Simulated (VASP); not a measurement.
# La (P6_3/mmc) in VASP: further runs, part 3 of 3

VASP 6.6.1. The steps go on from the part before.

## (5) Relaxation of cell and atoms, PBEsol, target pressure 5 GPa, at which the enthalpy is minimised

This run uses another cell than the first one, of 36.96 Å³/atom.

Contents of INCAR:

```
PREC     = Accurate       # precision mode
ENCUT    = 600            # plane-wave cutoff, eV
EDIFF    = 1E-7           # SCF threshold, eV
ISMEAR   = -1             # smearing method
SIGMA    = 0.05           # smearing width, eV
LREAL    = False          # projectors in reciprocal space
LASPH    = True           # aspherical terms in the spheres
NELM     = 80             # most SCF steps
ALGO     = Normal         # electronic algorithm
ISIF     = 3              # what is computed and relaxed
LWAVE    = False          # write WAVECAR
LCHARG   = False          # write CHGCAR
GGA      = PS             # functional
IBRION   = 2              # ionic algorithm
NSW      = 80             # ionic steps
EDIFFG   = -0.005         # ionic threshold
PSTRESS  = 50.0
```

Contents of KPOINTS:

```
regular mesh
0
Gamma
  8 8 5
```

Contents of POSCAR:

```
La
1.0
    3.7500000000      0.0000000000      0.0000000000
   -1.8750000000      3.2475952642      0.0000000000
    0.0000000000      0.0000000000      6.0700000000
La
2
Direct
    0.6666666667      0.3333333333      0.7500000000
    0.3333333333      0.6666666667      0.2500000000
```

Potentials or basis: VASP PAW PBE potentials, release 64 (La).

On the command line:

```
cat potpaw_PBE.64/La/POTCAR > POTCAR
mpirun -np 1 vasp_std > vasp.out
```

OUTCAR:

```text
PREC = Accurate
   ENCUT = 600
   EDIFF = 1E-7
   ISMEAR = -1
   LREAL = False
   LASPH = True
   NELM = 80
   ISIF = 3
   GGA = PS
   IBRION = 2
   NSW = 80
   EDIFFG = -0.005
   PSTRESS = 50.0

 ion  position               nearest neighbor table
   1  0.667  0.333  0.750-
   2  0.333  0.667  0.250-

  LATTYP: Found a hexagonal cell.
 ALAT       =     3.7500000000
 C/A-ratio  =     1.6186666667

  Lattice vectors:

 A1 = (   3.7500000000,   0.0000000000,   0.0000000000)
 A2 = (  -1.8750000000,   3.2475952642,   0.0000000000)
 A3 = (   0.0000000000,   0.0000000000,   6.0700000000)

Analysis of symmetry for initial positions (statically):
=====================================================================
 Subroutine PRICEL returns:
 Original cell was already a primitive cell.

 Routine SETGRP: Setting up the symmetry group for a
 hexagonal supercell.

 Subroutine GETGRP returns: Found 24 space group operations
 (whereof 12 operations were pure point group operations)
 out of a pool of 24 trial point group operations.

The static configuration has the point symmetry D_3d.
 The point group associated with its full space group is D_6h.

Analysis of symmetry for dynamics (positions and initial velocities):
=====================================================================
 Subroutine PRICEL returns:
 Original cell was already a primitive cell.

 Routine SETGRP: Setting up the symmetry group for a
 hexagonal supercell.

 Subroutine GETGRP returns: Found 24 space group operations
 (whereof 12 operations were pure point group operations)
 out of a pool of 24 trial point group operations.

The dynamic configuration has the point symmetry D_3d.
 The point group associated with its full space group is D_6h.

 Subroutine INISYM returns: Found 24 space group operations
 (whereof 12 operations are pure point group operations),
 and found     1 'primitive' translations

----------------------------------------------------------------------------------------

                                     Primitive cell

  volume of cell :      73.9234

  direct lattice vectors                    reciprocal lattice vectors
     3.750000000  0.000000000  0.000000000     0.266666667  0.153960072  0.000000000
    -1.875000000  3.247595264  0.000000000     0.000000000  0.307920144  0.000000000
     0.000000000  0.000000000  6.070000000     0.000000000  0.000000000  0.164744646

  length of vectors
     3.750000000  3.750000000  6.070000000     0.307920144  0.307920144  0.164744646

  position of ions in fractional coordinates (direct lattice)
     0.666666667  0.333333333  0.750000000
     0.333333333  0.666666667  0.250000000

  ion indices of the primitive-cell ions
   primitive index   ion index
                 1           1
                 2           2

----------------------------------------------------------------------------------------

 KPOINTS: regular mesh

Automatic generation of k-mesh.
 Grid dimensions read from file:
 generate k-points for:    8    8    5

 Generating k-lattice:

  Cartesian coordinates                     Fractional coordinates (reciprocal lattice)
     0.033333333  0.019245009  0.000000000     0.125000000  0.000000000  0.000000000
     0.000000000  0.038490018  0.000000000     0.000000000  0.125000000  0.000000000
     0.000000000  0.000000000  0.032948929     0.000000000  0.000000000  0.200000000

  Length of vectors
     0.038490018  0.038490018  0.032948929

  Shift w.r.t. Gamma in fractional coordinates (k-lattice)
     0.000000000  0.000000000  0.000000000

 Subroutine IBZKPT returns following result:
 ===========================================

 Found     30 irreducible k-points:

 Following reciprocal coordinates:
            Coordinates               Weight
  0.000000  0.000000  0.000000      1.000000
  0.125000  0.000000  0.000000      6.000000
  0.250000  0.000000  0.000000      6.000000
  0.375000 -0.000000  0.000000      6.000000
  0.500000  0.000000  0.000000      3.000000
  0.125000  0.125000  0.000000      6.000000
[... 16 lines left out ...]
  0.250000  0.000000  0.400000     12.000000
  0.375000 -0.000000  0.400000     12.000000
 [... further k-points ...]
   k-points           NKPTS =     30   k-points in BZ     NKDIM =     30   number of bands    NBANDS=     15
   number of dos      NEDOS =    301   number of ions     NIONS =      2
   total plane-waves  NPLWV =  43200
   dimension x,y,z NGX =    30 NGY =   30 NGZ =   48
   dimension x,y,z NGXF=    60 NGYF=   60 NGZF=   96
   ions per type =               2
   NGX,Y,Z   is equivalent  to a cutoff of  13.30, 13.30, 13.15 a.u.
   NGXF,Y,Z  is equivalent  to a cutoff of  26.60, 26.60, 26.29 a.u.
 SYSTEM =  unknown system
   PREC   = accura    normal or accurate (medium, high low for compatibility)
   ISTART =      0    job   : 0-new  1-cont  2-samecut
   ICHARG =      2    charge: 1-file 2-atom 10-const
   ISPIN  =      1    spin polarized calculation?
   LNONCOLLINEAR =      F non collinear calculations
   LSORBIT =      F    spin-orbit coupling
   LASPH  =      T    aspherical Exc in radial PAW
   ENCUT  =  600.0 eV  44.10 Ry    6.64 a.u.   7.49  7.49 12.12*2*pi/ulx,y,z
   NELM   =     80;   NELMIN=  2; NELMDL= -5     # of ELM steps
   EDIFF  = 0.1E-06   stopping-criterion for ELM
   LREAL  =      F    real-space projection
   EDIFFG = -.5E-02   stopping-criterion for IOM
   NSW    =     80    number of steps for IOM
   IBRION =      2    ionic relax: 0-MD 1-quasi-New 2-CG
   NFREE  =      1    steps in history (QN), initial steepest desc. (CG)
   ISIF   =      3    stress and relaxation
   ISYM   =      2    0-nonsym 1-usesym 2-fastsym
   POTIM  = 0.5000    time-step for ionic-motion
   TEBEG  =    0.0;   TEEND  =   0.0 temperature during run
   PSTRESS=   50.0 pullay stress
   NELECT =      22.0000    total number of electrons
   NUPDOWN=      -1.0000    fix difference up-down
   EMIN   =  10.00;   EMAX   =-10.00  energy-range for DOS
   EFERMI =   0.00;   METHOD = LEGACY
   ISMEAR =    -1;   SIGMA  =   0.05  broadening in eV -4-tet -1-fermi 0-gaus
   EFERMI_NEDOS =   21; number of points for ismear=-14 and -15
   IALGO  =     38    algorithm
   IMIX   =      4    mixing-type and parameters
     AMIX     =   0.40;   BMIX     =  1.00
     AMIX_MAG =   1.60;   BMIX_MAG =  1.00
  volume/ion in A,a.u.               =      36.96       249.43
  Fermi-wavevector in a.u.,A,eV,Ry     =   1.093004  2.065478 16.254307  1.194658
  Thomas-Fermi vector in A             =   2.229281
   LORBIT       =      0    0 simple, 1 ext, 2 COOP (PROOUT), +10 PAW based schemes
   GGA     = PS    functional components
   LHFCALC =     F    Hartree Fock is set to
   AEXX    =    0.0000 exact exchange contribution
   IVDW    =     0    specifies the selected vdW correction
   LEPSILON=     F    determine dielectric tensor
   LRPA    =     F    only Hartree local field effects (RPA)
 conjugate gradient relaxation of ions
 non-spin polarized calculation
  energy-cutoff  :      600.00
  volume of cell :       73.92
 maximum number of plane-waves:      2503
 NGX is ok and might be reduce to    30
   NGX = 15   NGY = 15   NGZ = 25

--------------------------------------- Ionic step        1  -------------------------------------------

 number of electron      21.9999997 magnetization

 Free energy of the ion-electron system (eV)
  ---------------------------------------------------
  ext. energy  EPLUGINS =         0.00000000
  ---------------------------------------------------
  free energy    TOTEN  =       -10.59740723 eV

  energy without entropy =      -10.56120197  energy(sigma->0) =      -10.57930460

 E-fermi :   7.7626     XC(G=0):  -9.7040

 val. band max:        7.7351416728   @ k =   0.1250   0.1250   0.0000
 cond. band min:       7.7852916323   @ k =   0.3750   0.2500   0.2000
 fundamental gap:      0.0501499595
 Fermi energy:         7.7625571618

 k-point     1 :       0.0000    0.0000    0.0000
  band No.  band energies     occupation
      1     -25.0668      2.00000
      2     -24.8594      2.00000
      3      -9.4153      2.00000
      4      -8.1850      2.00000
      5      -8.1850      2.00000
      6      -7.9950      2.00000
      7      -7.9950      2.00000
      8      -7.9704      2.00000
      9       4.5259      2.00000
     10       5.9764      2.00000
     11       8.8712      0.00000
     12       9.0949      0.00000
     13       9.0949      0.00000
     14       9.3366      0.00000
[... 524 lines left out ...]
  energy  without entropy=      -10.4374350434  energy(sigma->0) =      -10.45008336

  enthalpy is  TOTEN    =        -8.6270749975 eV   P V=        1.8356566692

[... ionic steps 4 to 38 ...]

--------------------------------------- Ionic step       39  -------------------------------------------

 number of electron      21.9999998 magnetization

------------------------ aborting loop because EDIFF is reached ----------------------------------------
[... 71 lines left out ...]
--------------------------------------- Ionic step       41  -------------------------------------------

 number of electron      21.9999998 magnetization

 Free energy of the ion-electron system (eV)
  ---------------------------------------------------
  ext. energy  EPLUGINS =         0.00000000
  ---------------------------------------------------
  free energy    TOTEN  =       -10.46856049 eV

  energy without entropy =      -10.44342489  energy(sigma->0) =      -10.45599269

 E-fermi :  10.1888     XC(G=0): -10.6756

 val. band max:       10.1845841542   @ k =   0.2500   0.2500   0.4000
 cond. band min:      10.2207683569   @ k =   0.2500   0.2500   0.0000
 fundamental gap:      0.0361842028
 Fermi energy:        10.1887643283

 k-point     1 :       0.0000    0.0000    0.0000
  band No.  band energies     occupation
      1     -22.4927      2.00000
      2     -22.0375      2.00000
      3      -7.3799      2.00000
      4      -5.0477      2.00000
      5      -5.0477      2.00000
      6      -4.7917      2.00000
      7      -4.7328      2.00000
      8      -4.7328      2.00000
      9       7.2889      2.00000
     10       8.1741      2.00000
     11      11.1947      0.00000
     12      11.6665      0.00000
     13      11.6665      0.00000
     14      11.9524      0.00000
[... 448 lines left out ...]
  energy  without entropy=      -10.4434248858  energy(sigma->0) =      -10.45599269

  enthalpy is  TOTEN    =        -8.6307629448 eV   P V=        1.8377975467

 reached required accuracy - stopping structural energy minimisation
```

Wall time 7.4 min (1 thread of Intel Xeon 6975P-C (Granite Rapids), shared host); peak memory 0.23 GiB.

Results:

| Item | Value |
| --- | --- |
| Free energy | -10.4686 eV |
| Relaxed volume | 29.44 Å³/atom |
| Relaxed cell | a = 3.452 Å, b = 3.452 Å, c = 5.706 Å, α = 90.00°, β = 90.00°, γ = 120.00° |
| Space group after relaxing (to 0.1 Å) | P6_3/mmc (No. 194) |
| Energy change on relaxing (the run minimises the enthalpy) | +64.4 meV/atom |
| Ionic steps | 41 |
| Pressure after relaxing | 5.0 GPa |
| Band gap on the k mesh | zero (bands 11 and 12 overlap by 1.59 eV) |

The path:
```csv
step,energy change (eV),largest force (eV/Å),pressure (GPa),volume (Å³)
1,0.0000,0.0000,-1.43,73.92
3,0.1347,0.0000,5.08,58.82
5,0.1370,0.0000,5.19,58.64
7,0.1377,0.0000,5.10,58.61
9,0.1200,0.0000,4.85,59.18
11,0.1292,0.0000,4.85,58.88
13,0.1272,0.0000,4.79,58.94
15,0.1303,0.0000,5.10,58.84
17,0.1299,0.0000,5.04,58.85
19,0.1298,0.0000,5.05,58.86
21,0.1306,0.0000,5.05,58.83
23,0.1299,0.0000,5.05,58.85
25,0.1299,0.0000,5.04,58.86
27,0.1299,0.0000,5.05,58.86
29,0.1299,0.0000,5.01,58.86
31,0.1297,0.0000,4.99,58.86
33,0.1293,0.0000,5.03,58.88
35,0.1293,0.0000,5.07,58.87
37,0.1291,0.0000,5.04,58.88
39,0.1289,0.0000,5.03,58.89
41,0.1288,0.0000,4.98,58.89
```

Final structure:
```
La
1.0
     3.45200    0.00000    0.00000
    -1.72600    2.98952    0.00000
     0.00000    0.00000    5.70646
La
2
Direct
  0.66667 0.33333 0.75000
  0.33333 0.66667 0.25000
```

Levels at points of the mesh, in eV from the Fermi level:
```csv
k point,band 7,band 8,band 9,band 10,band 11,band 12,band 13,band 14,band 15
"(0.00, 0.00, 0.00)",-14.92,-14.92,-2.90,-2.01,1.01,1.48,1.48,1.76,1.89
"(0.50, 0.00, 0.00)",-15.61,-15.28,-2.25,-1.64,-1.25,1.40,1.65,1.68,1.78
```

Caveat: the cell is relaxed towards a set pressure, so the run minimises the enthalpy, not the energy; the volume moved by over 15 % at a fixed basis, so the end points are rough; the PAW data sets were made with another functional, which shifts forces and pressure a little; spin-orbit coupling is left out, which moves the levels of the heavy elements.

## (6) Summary

| task | cell | cutoff (eV) | gap on the mesh (eV) | pressure (GPa) |
| --- | --- | --- | --- | --- |
| single point | a = 3.452, b = 3.452, c = 5.695 Å, angles 90.0, 90.0, 120.0°, 2 atoms | 520 | none | 5.1 |
| single point | a = 3.682, b = 3.682, c = 5.930 Å, angles 90.0, 90.0, 120.0°, 2 atoms | 520 | none | 0.0 |
| relaxation of cell and atoms | relaxed from a = 3.750, b = 3.750, c = 6.070 Å, angles 90.0, 90.0, 120.0°, 2 atoms | 600 | none | 0.0 |
| relaxation of cell and atoms | relaxed to 5 GPa from a = 3.750, b = 3.750, c = 6.070 Å, angles 90.0, 90.0, 120.0°, 2 atoms | 600 | none | 5.0 |

Alike in all rows: level PBEsol; potentials or basis VASP PAW PBE potentials, release 64 (La); no spin polarisation; k mesh 8 × 8 × 5; smearing fermi-dirac 0.05 eV.

Caveats: the PAW data sets were made with another functional, which shifts forces and pressure a little; spin-orbit coupling is left out, which moves the levels of the heavy elements; the cell stands under pressure (at least some runs); the cell is relaxed towards a set pressure, so the run minimises the enthalpy, not the energy (at least some runs); the volume moved by over 15 % at a fixed basis, so the end points are rough (at least some runs).

Absolute energies hang on the potentials; compare differences alone.

The gap in the log of VASP goes by the Fermi energy; the results here count the filled bands.